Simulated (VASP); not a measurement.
Set up this calculation in VASP 6.6.1, as the native input.

* Task: single point
* Functional: PBE
* Potentials or basis: VASP PAW PBE potentials, release 64 (Sr_sv, O)
* Cutoff: 520 eV
* k mesh: 8 × 8 × 8
* Occupations: gaussian, width 0.05 eV
* Spin: no spin polarisation
* Dipole correction: no
* Further INCAR settings: ALGO = Normal; EDIFF = 1e-07; NBANDS = 15

The structure of SrO lies in POSCAR:

```
SrO
1.0
    0.0000000000      2.7128535499      2.3059255175
    2.7128535499      0.0000000000      2.3059255175
    2.7128535499      2.7128535499      0.0000000000
Sr O
1 1
Direct
    0.0000000000      0.0000000000      0.0000000000
    0.5000000000      0.5000000000      0.5000000000
```

This cell differs from its parent crystal: ratio of the length along z to the lengths across it x 0.85, volume and fractional coordinates fixed.

These files were run (other wordings do the same):

INCAR

```
ALGO     = Normal         # electronic algorithm
EDIFF    = 1E-7           # SCF threshold, eV
ENCUT    = 520            # plane-wave cutoff, eV
GGA      = PE             # functional
ISIF     = 2              # what is computed and relaxed
ISMEAR   = 0              # smearing method
LASPH    = T              # aspherical terms in the spheres
LCHARG   = F              # write CHGCAR
LREAL    = F              # projectors in reciprocal space
LWAVE    = F              # write WAVECAR
NBANDS   = 15             # bands
NELM     = 100            # most SCF steps
PREC     = Accurate       # precision mode
SIGMA    = 0.05           # smearing width, eV
```

KPOINTS

```
k-points
0
Gamma
  8 8 8
```

Potentials or basis: VASP PAW PBE potentials, release 64 (Sr_sv, O).

Launch:

```bash
$ cat potpaw_PBE.64/Sr_sv/POTCAR potpaw_PBE.64/O/POTCAR > POTCAR
$ mpirun -np 1 vasp_std > vasp.out
```

It gave:

```
Pressure               : 10.0 GPa
Band gap on the k mesh : 2.27 eV, indirect (least direct gap 2.41 eV)
```

Run time: 38 s on 1 thread of Intel(R) Xeon(R) Platinum 8488C (Sapphire Rapids) (shared host), peak memory 0.17 GiB.
